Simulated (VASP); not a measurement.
# TiO (P-6m2) in VASP: notebook

TiO is run at these levels: r2SCAN; tasks: single point.

Everything below comes from runs of VASP 6.6.1. Logs are shortened: lines on timing, memory, paths and dates and some standing lists are left out, and cuts for length are marked.

## Step 1: The cell of the first run

Symmetry: P-6m2, No. 187, hexagonal system. The conventional cell has a = 3.031 Å, b = 3.031 Å, c = 3.238 Å, α = 90.00°, β = 90.00°, γ = 120.00°. Within 3.1 Å of Ti (site symmetry -6m2) lie 6 O at 2.38 Å and 6 Ti at 3.03 Å. Within 3.1 Å of O (site symmetry -6m2) lie 6 Ti at 2.38 Å and 6 O at 3.03 Å.

## Step 2: Single point, r2SCAN

The input, POSCAR:

```
TiO
1.0
    3.0309987015      0.0000000000      0.0000000000
   -1.5154993507      2.6249218743      0.0000000000
    0.0000000000      0.0000000000      3.2377000000
Ti O
1 1
Direct
    0.6666666667      0.3333333333      0.0000000000
    0.0000000000      0.0000000000      0.5000000000
```

The input, INCAR.step1:

```
ALGO = Normal
EDIFF = 1E-4
ENCUT = 520
GGA = PE
ISMEAR = 0
LASPH = T
LCHARG = F
LREAL = F
LWAVE = T
NBANDS = 16
NELM = 100
PREC = Accurate
SIGMA = 0.01
```

The input, INCAR.step2:

```
ALGO = Normal
EDIFF = 1E-6
ENCUT = 520
ISIF = 2
ISMEAR = 0
ISTART = 1
LASPH = T
LCHARG = F
LMIXTAU = T
LREAL = F
LWAVE = F
METAGGA = R2SCAN
NBANDS = 16
NELM = 100
PREC = Accurate
SIGMA = 0.01
```

The input, KPOINTS:

```
k-points
0
Gamma
  12 12 12
```

Potentials or basis: VASP PAW PBE potentials, release 64 (Ti_sv, O).

Started as:

```sh
$ cat potpaw_PBE.64/Ti_sv/POTCAR potpaw_PBE.64/O/POTCAR > POTCAR
$ cp INCAR.step1 INCAR
$ mpirun -np 1 vasp_std > vasp.out
$ cp INCAR.step2 INCAR
$ mpirun -np 1 vasp_std > vasp.out
```

OUTCAR:

```text
EDIFF = 1E-6
   ENCUT = 520
   ISIF = 2
   ISMEAR = 0
   ISTART = 1
   LASPH = T
   LREAL = F
   METAGGA = R2SCAN
   NELM = 100
   PREC = Accurate

 ion  position               nearest neighbor table
   1  0.667  0.333  0.000-   2 2.38   2 2.38   2 2.38   2 2.38   2 2.38   2 2.38
   2  0.000  0.000  0.500-   1 2.38   1 2.38   1 2.38   1 2.38   1 2.38   1 2.38

  LATTYP: Found a hexagonal cell.
 ALAT       =     3.0309987015
 C/A-ratio  =     1.0681957727

  Lattice vectors:

 A1 = (   3.0309987015,   0.0000000000,   0.0000000000)
 A2 = (  -1.5154993507,   2.6249218743,   0.0000000000)
 A3 = (   0.0000000000,   0.0000000000,   3.2377000000)

Analysis of symmetry for initial positions (statically):
=====================================================================
 Subroutine PRICEL returns:
 Original cell was already a primitive cell.

 Routine SETGRP: Setting up the symmetry group for a
 hexagonal supercell.

 Subroutine GETGRP returns: Found 12 space group operations
 (whereof 12 operations were pure point group operations)
 out of a pool of 24 trial point group operations.

The static configuration has the point symmetry D_3h.

Analysis of symmetry for dynamics (positions and initial velocities):
=====================================================================
 Subroutine PRICEL returns:
 Original cell was already a primitive cell.

 Routine SETGRP: Setting up the symmetry group for a
 hexagonal supercell.

 Subroutine GETGRP returns: Found 12 space group operations
 (whereof 12 operations were pure point group operations)
 out of a pool of 24 trial point group operations.

The dynamic configuration has the point symmetry D_3h.

 Subroutine INISYM returns: Found 12 space group operations
 (whereof 12 operations are pure point group operations),
 and found     1 'primitive' translations

----------------------------------------------------------------------------------------

                                     Primitive cell

  volume of cell :      25.7596

  direct lattice vectors                    reciprocal lattice vectors
     3.030998702  0.000000000  0.000000000     0.329924259  0.190481860  0.000000000
    -1.515499351  2.624921874  0.000000000     0.000000000  0.380963719  0.000000000
     0.000000000  0.000000000  3.237700000     0.000000000  0.000000000  0.308861229

  length of vectors
     3.030998702  3.030998701  3.237700000     0.380963719  0.380963719  0.308861229

  position of ions in fractional coordinates (direct lattice)
     0.666666667  0.333333333  0.000000000
     0.000000000  0.000000000  0.500000000

  ion indices of the primitive-cell ions
   primitive index   ion index
                 1           1
                 2           2

----------------------------------------------------------------------------------------

 KPOINTS: k-points

Automatic generation of k-mesh.
 Grid dimensions read from file:
 generate k-points for:   12   12   12

 Generating k-lattice:

  Cartesian coordinates                     Fractional coordinates (reciprocal lattice)
     0.027493688  0.015873488  0.000000000     0.083333333  0.000000000  0.000000000
     0.000000000  0.031746977  0.000000000     0.000000000  0.083333333  0.000000000
     0.000000000  0.000000000  0.025738436     0.000000000  0.000000000  0.083333333

  Length of vectors
     0.031746977  0.031746977  0.025738436

  Shift w.r.t. Gamma in fractional coordinates (k-lattice)
     0.000000000  0.000000000  0.000000000

 Subroutine IBZKPT returns following result:
 ===========================================

 Found    133 irreducible k-points:

 Following reciprocal coordinates:
            Coordinates               Weight
  0.000000  0.000000  0.000000      1.000000
  0.083333 -0.000000  0.000000      6.000000
  0.166667 -0.000000  0.000000      6.000000
  0.250000 -0.000000  0.000000      6.000000
  0.333333  0.000000  0.000000      6.000000
  0.416667 -0.000000  0.000000      6.000000
[... 16 lines left out ...]
  0.250000 -0.000000  0.083333     12.000000
  0.333333  0.000000  0.083333     12.000000
 [... further k-points ...]
   k-points           NKPTS =    133   k-points in BZ     NKDIM =    133   number of bands    NBANDS=     16
   number of dos      NEDOS =    301   number of ions     NIONS =      2
   total plane-waves  NPLWV =  13824
   dimension x,y,z NGX =    24 NGY =   24 NGZ =   24
   dimension x,y,z NGXF=    48 NGYF=   48 NGZF=   48
   ions per type =               1   1
   NGX,Y,Z   is equivalent  to a cutoff of  13.16, 13.16, 12.32 a.u.
   NGXF,Y,Z  is equivalent  to a cutoff of  26.33, 26.33, 24.65 a.u.
 SYSTEM =  unknown system
   PREC   = accura    normal or accurate (medium, high low for compatibility)
   ISTART =      1    job   : 0-new  1-cont  2-samecut
   ICHARG =      0    charge: 1-file 2-atom 10-const
   ISPIN  =      1    spin polarized calculation?
   LNONCOLLINEAR =      F non collinear calculations
   LSORBIT =      F    spin-orbit coupling
   LASPH  =      T    aspherical Exc in radial PAW
   ENCUT  =  520.0 eV  38.22 Ry    6.18 a.u.   5.64  5.64  6.02*2*pi/ulx,y,z
   NELM   =    100;   NELMIN=  2; NELMDL=  0     # of ELM steps
   EDIFF  = 0.1E-05   stopping-criterion for ELM
   LREAL  =      F    real-space projection
   EDIFFG = 0.1E-04   stopping-criterion for IOM
   NSW    =      0    number of steps for IOM
   IBRION =     -1    ionic relax: 0-MD 1-quasi-New 2-CG
   NFREE  =      0    steps in history (QN), initial steepest desc. (CG)
   ISIF   =      2    stress and relaxation
   ISYM   =      2    0-nonsym 1-usesym 2-fastsym
   POTIM  = 0.5000    time-step for ionic-motion
   TEBEG  =    0.0;   TEEND  =   0.0 temperature during run
   PSTRESS=    0.0 pullay stress
   NELECT =      18.0000    total number of electrons
   NUPDOWN=      -1.0000    fix difference up-down
   EMIN   =  10.00;   EMAX   =-10.00  energy-range for DOS
   EFERMI =   0.00;   METHOD = LEGACY
   ISMEAR =     0;   SIGMA  =   0.01  broadening in eV -4-tet -1-fermi 0-gaus
   EFERMI_NEDOS =   21; number of points for ismear=-14 and -15
   IALGO  =     38    algorithm
   IMIX   =      4    mixing-type and parameters
     AMIX     =   0.40;   BMIX     =  1.00
     AMIX_MAG =   1.60;   BMIX_MAG =  1.00
  volume/ion in A,a.u.               =      12.88        86.92
  Fermi-wavevector in a.u.,A,eV,Ry     =   1.452734  2.745269 28.714224  2.110436
  Thomas-Fermi vector in A             =   2.570082
   LORBIT       =      0    0 simple, 1 ext, 2 COOP (PROOUT), +10 PAW based schemes
   METAGGA = R2SCAN    functional components
   LHFCALC =     F    Hartree Fock is set to
   AEXX    =    0.0000 exact exchange contribution
   IVDW    =     0    specifies the selected vdW correction
   LEPSILON=     F    determine dielectric tensor
   LRPA    =     F    only Hartree local field effects (RPA)
 non-spin polarized calculation
 Gauss-broadening in eV      SIGMA  =   0.01
  energy-cutoff  :      520.00
  volume of cell :       25.76
 maximum number of plane-waves:       721
 NGX is ok and might be reduce to    24
   NGX = 11   NGY = 11   NGZ = 13

 number of electron      18.0000004 magnetization

 Free energy of the ion-electron system (eV)
  ---------------------------------------------------
  ext. energy  EPLUGINS =         0.00000000
  ---------------------------------------------------
  free energy    TOTEN  =       -23.29214621 eV

  energy without entropy =      -23.29214621  energy(sigma->0) =      -23.29214621

 E-fermi :   7.6436     XC(G=0): -11.9796

 val. band max:        7.5148186210   @ k =   0.0000   0.0000   0.5000
 cond. band min:       7.6841996259   @ k =   0.0000   0.0000   0.5000
 fundamental gap:      0.1693810048
 Fermi energy:         7.6435980220

 k-point     1 :       0.0000    0.0000    0.0000
  band No.  band energies     occupation
      1     -52.8742      2.00000
      2     -28.0959      2.00000
      3     -27.8151      2.00000
      4     -27.8151      2.00000
      5     -13.2889      2.00000
      6       2.8639      2.00000
[... 8 lines left out ...]
     15      20.6370      0.00000
     16      22.6593      0.00000

 k-point     2 :       0.0833   -0.0000    0.0000
  band No.  band energies     occupation
      1     -52.8709      2.00000
      2     -28.0926      2.00000
      3     -27.8400      2.00000
      4     -27.8206      2.00000
      5     -13.2420      2.00000
      6       2.8219      2.00000
[... 8 lines left out ...]
     15      20.6469      0.00000
     16      22.5727      0.00000

 k-point     3 :       0.1667   -0.0000    0.0000
  band No.  band energies     occupation
      1     -52.8617      2.00000
      2     -28.0838      2.00000
      3     -27.9077      2.00000
      4     -27.8356      2.00000
      5     -13.1135      2.00000
      6       2.5143      2.00000
[... 8 lines left out ...]
     15      20.5802      0.00000
     16      22.1531      0.00000

 k-point     4 :       0.2500   -0.0000    0.0000
  band No.  band energies     occupation
      1     -52.8493      2.00000
      2     -28.0717      2.00000
      3     -27.9990      2.00000
      4     -27.8561      2.00000
      5     -12.9345      2.00000
      6       1.7639      2.00000
[... 8 lines left out ...]
     15      19.9270      0.00000
     16      21.4835      0.00000
[... 324 lines left out ...]
 k-point    22 :       0.1667   -0.0000    0.0833
  band No.  band energies     occupation
      1     -52.8610      2.00000
      2     -28.0939      2.00000
      3     -27.9065      2.00000
      4     -27.8349      2.00000
      5     -13.0895      2.00000
      6       2.3636      2.00000
[... 8 lines left out ...]
     15      20.3422      0.00000
     16      21.6552      0.00000

 k-point    23 :       0.2500   -0.0000    0.0833
  band No.  band energies     occupation
      1     -52.8485      2.00000
      2     -28.0813      2.00000
      3     -27.9974      2.00000
      4     -27.8553      2.00000
      5     -12.9177      2.00000
      6       1.7740      2.00000
[... 8 lines left out ...]
     15      19.9688      0.00000
     16      20.7865      0.00000

 k-point    24 :       0.3333    0.0000    0.0833
  band No.  band energies     occupation
      1     -52.8360      2.00000
      2     -28.0880      2.00000
      3     -28.0677      2.00000
      4     -27.8757      2.00000
      5     -12.7416      2.00000
      6       1.1579      2.00000
[... 8 lines left out ...]
     15      18.6007      0.00000
     16      20.9273      0.00000

 [... further k-points ...]
[... 5 lines left out ...]
  --------------------------------------------------------------------------------------
  -------------------------------------------------------------------------------------
  Total       -5.1713916     -5.1713916     -8.5597732     -0.0000000      0.0000000      0.0000000
  in kB     -321.6468238   -321.6468238   -532.3951656     -0.0000000      0.0000000      0.0000000
  external PRESSURE =    -391.8962711 kB  Pullay stress =       0.0000000 kB

 VOLUME and BASIS-vectors are now :
 -----------------------------------------------------------------------------
  energy-cutoff  :      520.00
  volume of cell :       25.76
      direct lattice vectors                 reciprocal lattice vectors
     3.030998702  0.000000000  0.000000000     0.329924259  0.190481860  0.000000000
    -1.515499351  2.624921874  0.000000000     0.000000000  0.380963719  0.000000000
     0.000000000  0.000000000  3.237700000     0.000000000  0.000000000  0.308861229

 POSITION                                       TOTAL-FORCE (eV/Angst)
 -----------------------------------------------------------------------------------
      1.51550      0.87497      0.00000         0.000000     -0.000000      0.000000
      0.00000      0.00000      1.61885        -0.000000      0.000000      0.000000
 -----------------------------------------------------------------------------------
    total drift:                               -0.000001      0.000000      0.000000

  FREE ENERGIE OF THE ION-ELECTRON SYSTEM (eV)
  ---------------------------------------------------
  free  energy   TOTEN  =       -23.2921462074 eV

  energy  without entropy=      -23.2921462074  energy(sigma->0) =      -23.29214621
```

It took 98 s on 1 thread of Intel Xeon Platinum 8559C (Emerald Rapids), shared host; peak memory 0.18 GiB.

What came out:

```
Free energy            : -23.2921 eV
Pressure               : -39.2 GPa
Band gap on the k mesh : 0.17 eV, direct
```

Stress tensor (GPa, compression positive):
```
-32.16   0.00   0.00
  0.00 -32.16   0.00
  0.00   0.00 -53.24
```

Caveat: the PAW data sets were made with another functional, which shifts forces and pressure a little.

## Step 3: Single point, r2SCAN

POSCAR, as its differences from that of step 2:

```diff
@@ -8,3 +8,3 @@
 Direct
+    0.0000000000      0.0000000000      0.5000000000
     0.6666666667      0.3333333333      0.0000000000
-    0.0000000000      0.0000000000      0.5000000000
```

The input, INCAR.step1:

```
SYSTEM = TiO
PREC = Accurate
ENCUT = 520
ISMEAR = 0
SIGMA = 0.1
LREAL = .False.
LASPH = .True.
NELM = 100
NBANDS = 16
GGA = PE
ALGO = Normal
EDIFF = 1E-4
LWAVE = .True.
LCHARG = .False.
```

The input, INCAR.step2:

```
SYSTEM = TiO
PREC = Accurate
ENCUT = 520
EDIFF = 1E-7
ISMEAR = 0
SIGMA = 0.1
LREAL = .False.
LASPH = .True.
NELM = 100
ALGO = Normal
ISIF = 2
LWAVE = .False.
LCHARG = .True.
METAGGA = R2SCAN
LMIXTAU = .True.
LELF = .True.
LVHAR = .True.
NBANDS = 16
ISTART = 1
```

The input, KPOINTS:

```
regular mesh
0
Gamma
  12 12 12
  0 0 0
```

Potentials or basis: VASP PAW PBE potentials, release 64 (Ti_sv, O).

Started as:

```sh
$ cat potpaw_PBE.64/Ti_sv/POTCAR potpaw_PBE.64/O/POTCAR > POTCAR
$ cp INCAR.step1 INCAR
$ mpirun -np 1 vasp_std > vasp.out
$ cp INCAR.step2 INCAR
$ mpirun -np 1 vasp_std > vasp.out
```

OUTCAR:

```text
SYSTEM = TiO
   PREC = Accurate
   ENCUT = 520
   EDIFF = 1E-7
   ISMEAR = 0
   LREAL = .False.
   LASPH = .True.
   NELM = 100
   ISIF = 2
   METAGGA = R2SCAN
   ISTART = 1

 ion  position               nearest neighbor table
   1  0.000  0.000  0.500-   2 2.38   2 2.38   2 2.38   2 2.38   2 2.38   2 2.38
   2  0.667  0.333  0.000-   1 2.38   1 2.38   1 2.38   1 2.38   1 2.38   1 2.38

  LATTYP: Found a hexagonal cell.
 ALAT       =     3.0309987015
 C/A-ratio  =     1.0681957727

  Lattice vectors:

 A1 = (   3.0309987015,   0.0000000000,   0.0000000000)
 A2 = (  -1.5154993507,   2.6249218743,   0.0000000000)
 A3 = (   0.0000000000,   0.0000000000,   3.2377000000)

Analysis of symmetry for initial positions (statically):
=====================================================================
 Subroutine PRICEL returns:
 Original cell was already a primitive cell.

 Routine SETGRP: Setting up the symmetry group for a
 hexagonal supercell.

 Subroutine GETGRP returns: Found 12 space group operations
 (whereof 12 operations were pure point group operations)
 out of a pool of 24 trial point group operations.

The static configuration has the point symmetry D_3h.
[... 161 lines left out ...]

 E-fermi :   7.5787     XC(G=0): -11.9796

 val. band max:        7.5148411580   @ k =   0.0000   0.0000   0.5000
 cond. band min:       7.6843923902   @ k =   0.0000   0.0000   0.5000
 fundamental gap:      0.1695512322
 Fermi energy:         7.5786889794

 k-point     1 :       0.0000    0.0000    0.0000
  band No.  band energies     occupation
      1     -52.8741      2.00000
      2     -28.0960      2.00000
      3     -27.8149      2.00000
      4     -27.8149      2.00000
      5     -13.2890      2.00000
      6       2.8638      2.00000
[... 433 lines left out ...]
      3     -28.0678      2.00000
      4     -27.8754      2.00000
      5     -12.7417      2.00000
      6       1.1578      2.00000
[... 8 lines left out ...]
     15      18.6008      0.00000
     16      20.9274      0.00000

 [... further k-points ...]

------------------------ aborting loop because EDIFF is reached ----------------------------------------

  FORCE on cell =-STRESS in cart. coord.  units (eV):
  Direction    XX          YY          ZZ          XY          YZ          ZX
  --------------------------------------------------------------------------------------
  -------------------------------------------------------------------------------------
  Total       -5.1707484     -5.1707484     -8.5611593     -0.0000000      0.0000000     -0.0000000
  in kB     -321.6068230   -321.6068230   -532.4813784     -0.0000000      0.0000000     -0.0000000
  external PRESSURE =    -391.8983414 kB  Pullay stress =       0.0000000 kB

 VOLUME and BASIS-vectors are now :
 -----------------------------------------------------------------------------
  energy-cutoff  :      520.00
  volume of cell :       25.76
      direct lattice vectors                 reciprocal lattice vectors
     3.030998702  0.000000000  0.000000000     0.329924259  0.190481860  0.000000000
    -1.515499351  2.624921874  0.000000000     0.000000000  0.380963719  0.000000000
     0.000000000  0.000000000  3.237700000     0.000000000  0.000000000  0.308861229

 POSITION                                       TOTAL-FORCE (eV/Angst)
 -----------------------------------------------------------------------------------
      0.00000      0.00000      1.61885         0.000000      0.000000      0.000000
      1.51550      0.87497      0.00000        -0.000000      0.000000      0.000000
 -----------------------------------------------------------------------------------
    total drift:                                0.000000     -0.000000      0.000000

  FREE ENERGIE OF THE ION-ELECTRON SYSTEM (eV)
  ---------------------------------------------------
  free  energy   TOTEN  =       -23.2921640605 eV

  energy  without entropy=      -23.2920882196  energy(sigma->0) =      -23.29212614
```

Run time: 64 s. Hardware: 1 thread of Intel Xeon 6975P-C (Granite Rapids), shared host; peak memory 0.18 GiB.

What came out:

| Property | Result |
| --- | --- |
| Free energy | -23.2922 eV |
| Pressure | -39.2 GPa |
| Band gap on the k mesh | 0.17 eV, direct |

Caveat: the PAW data sets were made with another functional, which shifts forces and pressure a little.

## Step 4: Single point, r2SCAN

POSCAR, as its differences from that of step 3:

```diff
@@ -8,3 +8,3 @@
 Direct
+    0.6666666667      0.3333333333      0.0000000000
     0.0000000000      0.0000000000      0.5000000000
-    0.6666666667      0.3333333333      0.0000000000
```

The input, INCAR.step1:

```
PREC = Accurate
ENCUT = 520
ISMEAR = 0
SIGMA = 0.05
LREAL = False
LASPH = True
NELM = 100
NBANDS = 16
NELECT = 17.0
GGA = PE
ALGO = Normal
EDIFF = 1E-4
LWAVE = True
LCHARG = False
```

The input, INCAR.step2:

```
PREC = Accurate
ENCUT = 520
EDIFF = 1E-6
ISMEAR = 0
SIGMA = 0.05
LREAL = False
LASPH = True
NELM = 100
ALGO = Normal
ISIF = 2
LWAVE = False
LCHARG = True
METAGGA = R2SCAN
LMIXTAU = True
LELF = True
LVHAR = True
NBANDS = 16
NELECT = 17.0
ISTART = 1
```

The input, KPOINTS:

```
regular mesh
0
Gamma
  12 12 12
```

Started as:

```sh
$ cat potpaw_PBE.64/Ti_sv/POTCAR potpaw_PBE.64/O/POTCAR > POTCAR
$ cp INCAR.step1 INCAR
$ mpirun -np 1 vasp_std > vasp.out
$ cp INCAR.step2 INCAR
$ mpirun -np 1 vasp_std > vasp.out
```

It took 63 s on 1 thread of Intel Xeon 6975P-C (Granite Rapids), shared host; peak memory 0.18 GiB.

It converged, with:

- Free energy: -29.8352 eV

Levels at points of the mesh, in eV from the Fermi level:
| k point | band 7 | band 8 | band 9 | band 10 | band 11 | band 12 |
| --- | --- | --- | --- | --- | --- | --- |
| (0.00, 0.00, 0.00) | -2.31 | -2.31 | -1.11 | 1.67 | 1.67 | 2.12 |
| (0.50, 0.00, 0.00) | -3.57 | -2.13 | -0.71 | 1.83 | 2.21 | 2.39 |
| (0.00, 0.00, 0.50) | -1.97 | -1.97 | 0.58 | 0.58 | 0.97 | 2.42 |
| (0.50, 0.00, 0.50) | -4.18 | -2.95 | 0.18 | 1.92 | 2.34 | 2.41 |

Caveat: the cell carries a net charge on a neutralising background, which shifts energy and pressure; the cell is charged against a uniform background, so pressure and absolute levels hang on convention; the PAW data sets were made with another functional, which shifts forces and pressure a little; an odd number of electrons without spin polarisation forces a metal; a magnetic or distorted state may lie lower; semilocal functionals often make such compounds metallic where correlation or magnetic order opens a gap, which also shifts bond lengths.
